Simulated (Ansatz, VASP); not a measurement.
Ni: VASP beside Ansatz

```
CELL_PARAMETERS angstrom
0.00000 3.54390 3.54390
1.77195 0.00000 1.77195
1.77195 1.77195 0.00000
ATOMIC_POSITIONS crystal
Ni 0.00000 0.00000 0.00000
Ni 0.50000 0.00000 0.00000
```

Alike in both runs: task single point; functional PBE; k mesh 6 × 12 × 12; occupations fermi-dirac, width 0.1 eV; collinear spin.

|  | VASP | Ansatz |
| --- | --- | --- |
| version | VASP 6.6.1 | Ansatz 0.2.0 |
| potentials or method | VASP PAW PBE potentials, release 64 (Ni), cutoff 600 eV | PAW, plane waves, scalar-relativistic |
| valence electrons in the cell | 20 | 36 |

|  | VASP | Ansatz | Ansatz less VASP |
| --- | --- | --- | --- |
| pressure (GPa) | -3.6 | -3.5 | +0.05 |
| net moment per atom (μB) | 0.64 | 0.66 | +0.018 |
| size of the moment on the site where the two differ most (μB) | 0.65 | 0.70 | +0.044 |

Site moments also hang on the region over which each program counts them. With one functional, cell and mesh, what is left measures potentials, basis and numerics. VASP's potentials hold 20 valence electrons a cell and Ansatz's 36, so a difference there can come from the potentials and not from the codes.
